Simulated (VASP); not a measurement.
# MgO (Cm) in VASP: a series of runs, part 2 of 2

VASP 6.6.1. Earlier steps stand in the parts before.

## (3) Single point, PBEsol (atom 1 (Mg) moved by -0.318 Å along [1 1 0] and -0.212 Å along [0 0 1])

Input file INCAR:

```
  ALGO = Normal
  EDIFF = 1E-6
  ENCUT = 520
  GGA = PS
  ISIF = 2
  ISMEAR = 0
  LASPH = T
  LCHARG = T
  LELF = T
  LREAL = F
  LVHAR = T
  LWAVE = F
  NBANDS = 26
  NELM = 100
  PREC = Accurate
  SIGMA = 0.05
```

Input file KPOINTS:

```
k-points
0
Gamma
  6 6 6
```

Input file POSCAR:

```
MgO
1.0
    4.2149416169      0.0000000000      0.0000000000
    0.0000000000     -4.2149416169      0.0000000000
    0.0000000000      0.0000000000     -4.2149416169
Mg O
4 4
Direct
   -0.0533482968      0.0533482968      0.0502972566
    0.5000000000      0.5000000000      0.0000000000
    0.5000000000      0.0000000000      0.5000000000
    0.0000000000      0.5000000000      0.5000000000
    0.5000000000      0.0000000000      0.0000000000
    0.0000000000      0.5000000000      0.0000000000
    0.0000000000      0.0000000000      0.5000000000
    0.5000000000      0.5000000000      0.5000000000
```

Potentials or basis: VASP PAW PBE potentials, release 64 (Mg, O).

Command:

```sh
$ cat potpaw_PBE.64/Mg/POTCAR potpaw_PBE.64/O/POTCAR > POTCAR
$ mpirun -np 1 vasp_std > vasp.out
```

OUTCAR:

```text
EDIFF = 1E-6
   ENCUT = 520
   GGA = PS
   ISIF = 2
   ISMEAR = 0
   LASPH = T
   LREAL = F
   NELM = 100
   PREC = Accurate

 ion  position               nearest neighbor table
   1  0.947  0.053  0.050-   5 1.91   6 1.91   7 1.92   7 2.34   5 2.35   6 2.35   2 2.67   4 2.68
                             3 2.68   3 3.00   4 3.00   2 3.00   2 3.00   4 3.01   3 3.01   3 3.30
   2  0.500  0.500  0.000-   5 2.11   6 2.11   8 2.11   8 2.11   5 2.11   6 2.11   1 2.67   4 2.98
                             4 2.98   3 2.98   3 2.98   3 2.98   4 2.98   3 2.98   4 2.98   1 3.00
   3  0.500  0.000  0.500-   5 2.11   7 2.11   8 2.11   5 2.11   8 2.11   7 2.11   1 2.68   4 2.98
                             2 2.98   4 2.98   2 2.98   2 2.98   4 2.98   2 2.98   4 2.98   1 3.00
[... 916 lines left out ...]

 VOLUME and BASIS-vectors are now :
 -----------------------------------------------------------------------------
  energy-cutoff  :      520.00
  volume of cell :       74.88
      direct lattice vectors                 reciprocal lattice vectors
     4.214941617  0.000000000  0.000000000     0.237251210  0.000000000  0.000000000
     0.000000000 -4.214941617  0.000000000     0.000000000 -0.237251210  0.000000000
     0.000000000  0.000000000 -4.214941617     0.000000000  0.000000000 -0.237251210

 POSITION                                       TOTAL-FORCE (eV/Angst)
 -----------------------------------------------------------------------------------
      3.99008     -0.22486     -0.21200         2.281549      2.281549      2.081532
      2.10747     -2.10747      0.00000        -0.634697     -0.634697      0.187188
      2.10747      0.00000     -2.10747        -0.624691      0.195935     -0.596141
      0.00000     -2.10747     -2.10747         0.195935     -0.624691     -0.596141
      2.10747      0.00000      0.00000        -0.792240     -0.245757     -0.230646
      0.00000     -2.10747      0.00000        -0.245757     -0.792240     -0.230646
      0.00000      0.00000     -2.10747        -0.258568     -0.258568     -0.690102
      2.10747     -2.10747     -2.10747         0.078469      0.078469      0.074957
 -----------------------------------------------------------------------------------
    total drift:                               -0.000022     -0.000022      0.000019

  FREE ENERGIE OF THE ION-ELECTRON SYSTEM (eV)
  ---------------------------------------------------
  free  energy   TOTEN  =       -49.3265241005 eV

  energy  without entropy=      -49.3265241005  energy(sigma->0) =      -49.32652410
```

stdout:

```text
POSCAR found type information on POSCAR MgO
 POSCAR found :  2 types and       8 ions
 scaLAPACK will be used
 -----------------------------------------------------------------------------
|                                                                             |
|                                                                             |
|     You enforced a specific xc type in the INCAR file but a different       |
|     I HOPE YOU KNOW WHAT YOU ARE DOING!                                     |
|                                                                             |
 -----------------------------------------------------------------------------

 LDA part: xc-table for (Slater+PW92), standard interpolation
 POSCAR, INCAR and KPOINTS ok, starting setup
 FFT: planning ... GRIDC
 FFT: planning ... GRID_SOFT
 FFT: planning ... GRID
 WAVECAR not read
 entering main loop
```

Run time: 40 s. Hardware: 1 thread of Intel Xeon 6975P-C (Granite Rapids), shared host; peak memory 0.23 GiB.

What came out:

```
Free energy            : -49.3265 eV
Pressure               : 3.6 GPa
Largest force          : 3.840 eV/Å
Band gap on the k mesh : 4.58 eV, direct
```

Forces on the atoms (eV/Å):
```
Mg   2.282  2.282  2.082
Mg  -0.635 -0.635  0.187
Mg  -0.625  0.196 -0.596
Mg   0.196 -0.625 -0.596
O   -0.792 -0.246 -0.231
O   -0.246 -0.792 -0.231
O   -0.259 -0.259 -0.690
O    0.078  0.078  0.075
```

Caveat: the cell differs from its parent crystal (atom 1 (Mg) moved by -0.318 Å along [1 1 0] and -0.212 Å along [0 0 1]); the PAW data sets were made with another functional, which shifts forces and pressure a little.

## (4) Single point, PBEsol (atom 1 (Mg) moved by -0.530 Å along [1 1 0] and -0.212 Å along [0 0 1])

Input file INCAR:

```
PREC = Accurate
ENCUT = 520
EDIFF = 1E-7
ISMEAR = 0
SIGMA = 0.05
LREAL = False
LASPH = True
NELM = 100
ALGO = Normal
ISIF = 2
LWAVE = False
LCHARG = False
GGA = PS
NBANDS = 26
```

Input file KPOINTS:

```
regular mesh
0
Gamma
  6 6 6
```

Edit POSCAR of step 3 so:

```diff
@@ -8,3 +8,3 @@
 Direct
-   -0.0533482968      0.0533482968      0.0502972566
+   -0.0889138280      0.0889138280      0.0502972566
     0.5000000000      0.5000000000      0.0000000000
```

Command:

```sh
$ cat potpaw_PBE.64/Mg/POTCAR potpaw_PBE.64/O/POTCAR > POTCAR
$ mpirun -np 1 vasp_std > vasp.out
```

Run time: 39 s. Hardware: 1 thread of Intel Xeon 6975P-C (Granite Rapids), shared host; peak memory 0.23 GiB.

It converged, with:

```
Free energy            : -48.3321 eV
Pressure               : 8.7 GPa
Largest force          : 6.460 eV/Å
Band gap on the k mesh : 4.51 eV, direct
```

Forces on the atoms (eV/Å):
```
Mg   4.462  4.462  1.382
Mg  -1.293 -1.293  0.258
Mg  -1.000  0.362 -0.683
Mg   0.362 -1.000 -0.683
O   -2.105 -0.093 -0.033
O   -0.093 -2.105 -0.033
O   -0.486 -0.486 -0.315
O    0.153  0.153  0.108
```

Stress tensor (GPa, compression positive):
```
11.44 -2.02 -0.71
-2.02 11.44 -0.71
-0.71 -0.71  3.34
```

Levels at points of the mesh, in eV from the valence-band top:
```
           k point  band 14  band 15  band 16  band 17  band 18  band 19
(0.00, 0.00, 0.00)    -0.13    -0.11     0.00     4.51     8.46     8.95
(0.50, 0.00, 0.00)    -0.90    -0.75    -0.62     7.58     8.02    10.09
(0.00, 0.00, 0.50)    -0.80    -0.76    -0.71     7.74     7.98    10.14
(0.50, 0.50, 0.00)    -0.73    -0.69    -0.44     8.70     9.25     9.35
(0.00, 0.50, 0.50)    -0.81    -0.74    -0.39     8.80     9.16     9.40
(0.50, 0.50, 0.50)    -0.65    -0.43    -0.36     7.35     7.72     7.77
```

Caveat: the cell differs from its parent crystal (atom 1 (Mg) moved by -0.530 Å along [1 1 0] and -0.212 Å along [0 0 1]); the PAW data sets were made with another functional, which shifts forces and pressure a little.
